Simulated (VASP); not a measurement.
## Co: single point with r2SCAN

Crystal: Co.

```xyz
2
Lattice="2.4730 0.0000 0.0000 -1.2365 2.1416 0.0000 0.0000 0.0000 4.0161" Properties=species:S:1:pos:R:3 pbc="T T T"
Co    1.2365    0.7139    3.0121
Co    0.0000    1.4278    1.0040
```

```yaml
Program: VASP 6.6.1
Task: single point
Functional: r2SCAN
Potentials_or_basis: VASP PAW PBE potentials, release 64 (Co)
Cutoff: 520 eV
k_mesh: 18 × 18 × 10
Occupations: gaussian, width 0.1 eV
Spin: collinear spin, ferromagnetic start
Starting_moments: "[2.07, 2.07] μB"
```

```json
{
  "Pressure": "-0.1 GPa",
  "Net moment": "3.50 μB per cell",
  "Site moments": "Co +1.81 μB",
  "Valence electrons inside the program's atomic spheres": "Co 8.34"
}
```

Stress tensor (GPa, compression positive):
```
-0.07  0.00  0.00
 0.00 -0.07  0.00
 0.00  0.00 -0.30
```

Levels at points of the mesh, in eV from the Fermi level:
Spin up:
```
           k point  band 9  band 10  band 11  band 12  band 13  band 14
(0.00, 0.00, 0.00)   -2.72    -1.61    -1.61    -0.29     6.29    22.92
(0.50, 0.00, 0.00)   -1.40    -1.29     0.94     3.16     9.91    10.70
(0.00, 0.00, 0.50)   -1.93    -1.93    -1.93    -1.93    15.40    15.40
(0.50, 0.00, 0.50)   -1.35    -1.35     1.46     1.46     7.32     7.32
```
Spin down:
| k point | band 5 | band 6 | band 7 | band 8 | band 9 | band 10 |
| --- | --- | --- | --- | --- | --- | --- |
| (0.00, 0.00, 0.00) | -0.90 | -0.82 | -0.50 | -0.50 | 0.01 | 0.01 |
| (0.50, 0.00, 0.00) | -1.09 | -1.03 | -0.62 | 1.43 | 1.58 | 1.60 |
| (0.00, 0.00, 0.50) | -0.96 | -0.96 | -0.96 | -0.96 | 0.94 | 0.94 |
| (0.50, 0.00, 0.50) | 0.03 | 0.03 | 0.10 | 0.10 | 1.53 | 1.53 |

It took 6.9 min on 1 thread of Intel(R) Xeon(R) Platinum 8488C (Sapphire Rapids), with other jobs on the host, peak memory 0.24 GiB.

Caveat: the PAW data sets were made with another functional, which shifts forces and pressure a little.
